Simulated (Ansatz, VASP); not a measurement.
BiO in VASP and in Ansatz

INCAR

```
PREC = Accurate ; ENCUT = 600
EDIFF = 1E-7 ; ISMEAR = 0
SIGMA = 0.2 ; LREAL = F
LASPH = T ; NELM = 120
ALGO = Normal ; ISIF = 3
LWAVE = F ; LCHARG = F
GGA = PE ; IBRION = 2
NSW = 36 ; EDIFFG = -0.08
GGA_COMPAT = F ; NELMIN = 4
```

Contents of KPOINTS:

```
regular mesh
0
Gamma
  6 6 6
```

File POSCAR:

```
BiO
1.0
    0.0000000000      2.7320484400      2.7320484400
    2.7320484400      0.0000000000      2.7320484400
    2.7320484400      2.7320484400      0.0000000000
Bi O
1 1
Direct
    0.2500000000      0.2500000000      0.2500000000
    0.0000000000      0.0000000000      0.0000000000
```

Input for Ansatz:

```yaml
crystal:
  lattice:
    - [0.0, 2.73204844, 2.73204844]
    - [2.73204844, 0.0, 2.73204844]
    - [2.73204844, 2.73204844, 0.0]
  atoms:
    - { symbol: Bi, position: [0.25, 0.25, 0.25] }
    - { symbol: O, position: [0.0, 0.0, 0.0] }
basis:
  ecutwfc: 420
kpoints:
  mp_grid: { grid: [6, 6, 6] }
hamiltonian:
  xc: pbe
scf:
  occupations: { method: gaussian, width: 0.2 }
  lower_state_search: "off"
output:
  forces: true
  stress: true
  eigenvalues: true
relax:
  adjacent_minimum: "off"
  f_tol: 0.08
  max_steps: 16
  cell: { stress_tol: 0.8 }
```

Change from the starting cell: species swapped into the BeTe type (F-43m, No. 216).

Alike in both runs: task relaxation of cell and atoms; functional PBE; k mesh 6 × 6 × 6; occupations gaussian, width 0.2 eV; no spin polarisation.

|  | VASP | Ansatz |
| --- | --- | --- |
| version | VASP 6.6.1 | Ansatz 0.2.0 |
| potentials or method | VASP PAW PBE potentials, release 64 (Bi_d, O), cutoff 600 eV | scalar-relativistic, plane waves, PAW |
| valence electrons in the cell | 21 | 21 |

```tsv
	VASP	Ansatz	Ansatz less VASP
gap on the k mesh at the Fermi level, each at its own relaxed structure (eV)	none	none	-
relaxed volume (Å³/atom)	21.81	21.84	+0.027
relaxed cell length with the largest relative difference (Å)	3.951	3.953	+0.0016
```

A gap of «none» marks a metal or a gap that the smearing closes.

Spin-orbit coupling is off throughout.
